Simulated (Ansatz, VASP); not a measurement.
## Ga: VASP beside Ansatz

```
CELL_PARAMETERS angstrom
3.10230 0.00000 0.00000
-1.55115 2.68667 0.00000
0.00000 0.00000 4.89552
ATOMIC_POSITIONS crystal
Ga 0.33333 0.66667 0.25000
Ga 0.66667 0.33333 0.75000
```

Alike in both runs: task single point; functional revPBE; k mesh 13 × 13 × 8; occupations fermi-dirac, width 0.1 eV; no spin polarisation.

|  | VASP | Ansatz |
| --- | --- | --- |
| version | VASP 6.6.1 | Ansatz 0.2.0 |
| potentials or method | VASP PAW PBE potentials, release 64 (Ga_d), cutoff 520 eV | plane waves (420 eV) with PAW, scalar-relativistic |
| valence electrons in the cell | 26 | 26 |

```tsv
	VASP	Ansatz	Ansatz less VASP
pressure (GPa)	-1.4	-1.5	-0.08
traceless stress, the component that is largest in VASP (GPa)	-0.16	-0.16	-0.004
```

VASP's potentials were made for PBE, not for revPBE.
